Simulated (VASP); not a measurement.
# BaTa3O2 (P6/mmm) in VASP: single point with PBE

Aim: the single point of BaTa3O2 with PBE.

Everything below comes from runs of VASP 6.6.1. Logs are shortened: lines on timing, memory, paths and dates and some standing lists are left out, and cuts for length are marked.

### 1 The cell of the first run

It takes space group P6/mmm (No. 191, hexagonal). Conventional cell: a = 5.644 Å, b = 5.644 Å, c = 3.643 Å, α = 90.00°, β = 90.00°, γ = 120.00°. Within 4.3 Å of Ba (site symmetry 6/mmm) lie 6 O at 3.26 Å and 12 Ta at 3.36 Å and 2 Ba at 3.64 Å. Ta (site symmetry mmm) has 4 O at 2.44 Å and 4 Ta at 2.82 Å within 3.2 Å. O (site symmetry -6m2) has 6 Ta at 2.44 Å and 3 O at 3.26 Å and 3 Ba at 3.26 Å within 3.3 Å.

The cell was generated, and may not be a known phase.

### 2 Single point, PBE

The input, INCAR:

```
PREC = Accurate ; ENCUT = 700
EDIFF = 1E-6 ; ISMEAR = 0
SIGMA = 0.1 ; LREAL = F
LASPH = T ; NELM = 120
ALGO = Normal ; ISIF = 2
LWAVE = F ; LCHARG = F
GGA = PE ; NBANDS = 40
GGA_COMPAT = F
```

The input, KPOINTS:

```
regular mesh
0
Gamma
  6 6 6
```

The input, POSCAR:

```
BaTa3O2
1.0
    5.6438431600      0.0000000000      0.0000000000
   -2.8219215800      4.8877115500      0.0000000000
    0.0000000000      0.0000000000      3.6428802100
Ba Ta O
1 3 2
Direct
    0.0000000000      0.0000000000      0.0000000000
    0.5000000000      0.0000000000      0.5000000000
    0.5000000000      0.5000000000      0.5000000000
    0.0000000000      0.5000000000      0.5000000000
    0.3333333300      0.6666666700      0.0000000000
    0.6666666700      0.3333333300      0.0000000000
```

Potentials or basis: VASP PAW PBE potentials, release 64 (Ba_sv, Ta_sv_GW, O).

Run with:

```sh
> cat potpaw_PBE.64/Ba_sv/POTCAR potpaw_PBE.64/Ta_sv_GW/POTCAR potpaw_PBE.64/O/POTCAR > POTCAR
> mpirun -np 1 vasp_std > vasp.out
```

OUTCAR:

```text
PREC = Accurate
   ENCUT = 700
   EDIFF = 1E-6
   ISMEAR = 0
   LREAL = F
   LASPH = T
   NELM = 120
   ISIF = 2
   GGA = PE

 ion  position               nearest neighbor table
   1  0.000  0.000  0.000-   5 3.26   6 3.26   5 3.26   6 3.26   6 3.26   5 3.26   3 3.36   4 3.36
                             4 3.36   3 3.36   4 3.36   4 3.36   3 3.36   3 3.36   2 3.36   2 3.36
   2  0.500  0.000  0.500-   5 2.44   6 2.44   5 2.44   6 2.44   3 2.82   4 2.82   3 2.82   4 2.82
                             1 3.36   1 3.36   1 3.36   1 3.36
   3  0.500  0.500  0.500-   5 2.44   6 2.44   5 2.44   6 2.44   2 2.82   2 2.82   4 2.82   4 2.82
                             1 3.36   1 3.36   1 3.36   1 3.36
   4  0.000  0.500  0.500-   5 2.44   6 2.44   5 2.44   6 2.44   2 2.82   2 2.82   3 2.82   3 2.82
                             1 3.36   1 3.36   1 3.36   1 3.36
   5  0.333  0.667  0.000-   2 2.44   2 2.44   4 2.44   4 2.44   3 2.44   3 2.44   1 3.26   1 3.26
                             1 3.26
   6  0.667  0.333  0.000-   2 2.44   2 2.44   4 2.44   4 2.44   3 2.44   3 2.44   1 3.26   1 3.26
                             1 3.26

  LATTYP: Found a hexagonal cell.
 ALAT       =     5.6438431600
 C/A-ratio  =     0.6454609221

  Lattice vectors:

 A1 = (   5.6438431600,   0.0000000000,   0.0000000000)
 A2 = (  -2.8219215800,   4.8877115500,   0.0000000000)
 A3 = (   0.0000000000,   0.0000000000,   3.6428802100)

Analysis of symmetry for initial positions (statically):
=====================================================================
 Subroutine PRICEL returns:
 Original cell was already a primitive cell.

 Routine SETGRP: Setting up the symmetry group for a
 hexagonal supercell.

 Subroutine GETGRP returns: Found 24 space group operations
 (whereof 24 operations were pure point group operations)
 out of a pool of 24 trial point group operations.

The static configuration has the point symmetry D_6h.

Analysis of symmetry for dynamics (positions and initial velocities):
=====================================================================
 Subroutine PRICEL returns:
 Original cell was already a primitive cell.

 Routine SETGRP: Setting up the symmetry group for a
 hexagonal supercell.

 Subroutine GETGRP returns: Found 24 space group operations
 (whereof 24 operations were pure point group operations)
 out of a pool of 24 trial point group operations.

The dynamic configuration has the point symmetry D_6h.

[... 100 lines left out ...]
   ISPIN  =      1    spin polarized calculation?
   LNONCOLLINEAR =      F non collinear calculations
   LSORBIT =      F    spin-orbit coupling
   LASPH  =      T    aspherical Exc in radial PAW
   ENCUT  =  700.0 eV  51.45 Ry    7.17 a.u.  12.18 12.18  7.86*2*pi/ulx,y,z
   NELM   =    120;   NELMIN=  2; NELMDL= -5     # of ELM steps
   EDIFF  = 0.1E-05   stopping-criterion for ELM
   LREAL  =      F    real-space projection
[... 7 lines left out ...]
   TEBEG  =    0.0;   TEEND  =   0.0 temperature during run
   PSTRESS=    0.0 pullay stress
   NELECT =      61.0000    total number of electrons
   NUPDOWN=      -1.0000    fix difference up-down
   EMIN   =  10.00;   EMAX   =-10.00  energy-range for DOS
   EFERMI =   0.00;   METHOD = LEGACY
   ISMEAR =     0;   SIGMA  =   0.10  broadening in eV -4-tet -1-fermi 0-gaus
   EFERMI_NEDOS =   21; number of points for ismear=-14 and -15
   IALGO  =     38    algorithm
   IMIX   =      4    mixing-type and parameters
     AMIX     =   0.40;   BMIX     =  1.00
     AMIX_MAG =   1.60;   BMIX_MAG =  1.00
  volume/ion in A,a.u.               =      16.75       113.02
  Fermi-wavevector in a.u.,A,eV,Ry     =   1.386148  2.619440 26.142325  1.921407
  Thomas-Fermi vector in A             =   2.510491
   LORBIT       =      0    0 simple, 1 ext, 2 COOP (PROOUT), +10 PAW based schemes
   GGA     = PE    functional components
   LHFCALC =     F    Hartree Fock is set to
   AEXX    =    0.0000 exact exchange contribution
   IVDW    =     0    specifies the selected vdW correction
   LEPSILON=     F    determine dielectric tensor
   LRPA    =     F    only Hartree local field effects (RPA)
 non-spin polarized calculation
 Gauss-broadening in eV      SIGMA  =   0.10
  energy-cutoff  :      700.00
  volume of cell :      100.49
 maximum number of plane-waves:      4260
 NGX is ok and might be reduce to    50
   NGX = 25   NGY = 25   NGZ = 15

 number of electron      60.9999996 magnetization

 Free energy of the ion-electron system (eV)
  ---------------------------------------------------
  ext. energy  EPLUGINS =         0.00000000
  ---------------------------------------------------
  free energy    TOTEN  =       -55.07525939 eV

  energy without entropy =      -55.04112335  energy(sigma->0) =      -55.05819137

 E-fermi :   8.5973     XC(G=0): -11.8889

 val. band max:        8.5891619192   @ k =   0.3333   0.3333   0.1667
 cond. band min:       8.5979761468   @ k =   0.5000   0.0000   0.5000
 fundamental gap:      0.0088142276
 Fermi energy:         8.5972675330

 k-point     1 :       0.0000    0.0000    0.0000
  band No.  band energies     occupation
      1     -59.8869      2.00000
      2     -59.7983      2.00000
      3     -59.7983      2.00000
      4     -27.0185      2.00000
      5     -26.6116      2.00000
      6     -26.4535      2.00000
[... 1021 lines left out ...]
     39      11.9294      0.00000
     40      12.3842      0.00000

 [... further k-points ...]

------------------------ aborting loop because EDIFF is reached ----------------------------------------

  FORCE on cell =-STRESS in cart. coord.  units (eV):
  Direction    XX          YY          ZZ          XY          YZ          ZX
  --------------------------------------------------------------------------------------
  -------------------------------------------------------------------------------------
  Total       -1.8385657     -1.8385657     -0.7761589     -0.0000000      0.0000000     -0.0000000
  in kB      -29.3132754    -29.3132754    -12.3747336     -0.0000000      0.0000000     -0.0000000
  external PRESSURE =     -23.6670948 kB  Pullay stress =       0.0000000 kB

 VOLUME and BASIS-vectors are now :
 -----------------------------------------------------------------------------
  energy-cutoff  :      700.00
  volume of cell :      100.49
      direct lattice vectors                 reciprocal lattice vectors
     5.643843160  0.000000000  0.000000000     0.177184229  0.102297362  0.000000000
    -2.821921580  4.887711550  0.000000000     0.000000000  0.204594725  0.000000000
     0.000000000  0.000000000  3.642880210     0.000000000  0.000000000  0.274508066

 POSITION                                       TOTAL-FORCE (eV/Angst)
 -----------------------------------------------------------------------------------
      0.00000      0.00000      0.00000         0.000000      0.000000      0.000000
      2.82192      0.00000      1.82144         0.000000      0.000000      0.000000
      1.41096      2.44386      1.82144         0.000000      0.000000      0.000000
     -1.41096      2.44386      1.82144         0.000000      0.000000      0.000000
     -0.00000      3.25847      0.00000        -0.000000      0.000000     -0.000000
      2.82192      1.62924      0.00000         0.000000      0.000000      0.000000
 -----------------------------------------------------------------------------------
    total drift:                               -0.000000     -0.000000      0.000000

  FREE ENERGIE OF THE ION-ELECTRON SYSTEM (eV)
  ---------------------------------------------------
  free  energy   TOTEN  =       -55.0752593933 eV

  energy  without entropy=      -55.0411233545  energy(sigma->0) =      -55.05819137
```

stdout:

```text
POSCAR found type information on POSCAR BaTaO
 POSCAR found :  3 types and       6 ions
 scaLAPACK will be used
 LDA part: xc-table for (Slater+PW92), standard interpolation
 POSCAR, INCAR and KPOINTS ok, starting setup
 FFT: planning ... GRIDC
 FFT: planning ... GRID_SOFT
 FFT: planning ... GRID
 WAVECAR not read
 entering main loop
```

Wall time 3.4 min (1 thread of Intel Xeon Platinum 8259CL at 2.50GHz (Skylake/Cascade Lake), shared host); peak memory 0.38 GiB.

Results:

```
Free energy            : -55.0753 eV
Pressure               : -2.4 GPa
Band gap on the k mesh : zero (an odd number of electrons rules out a gap without spin polarisation)
```

Caveat: spin-orbit coupling is left out, which moves the levels of the heavy elements.
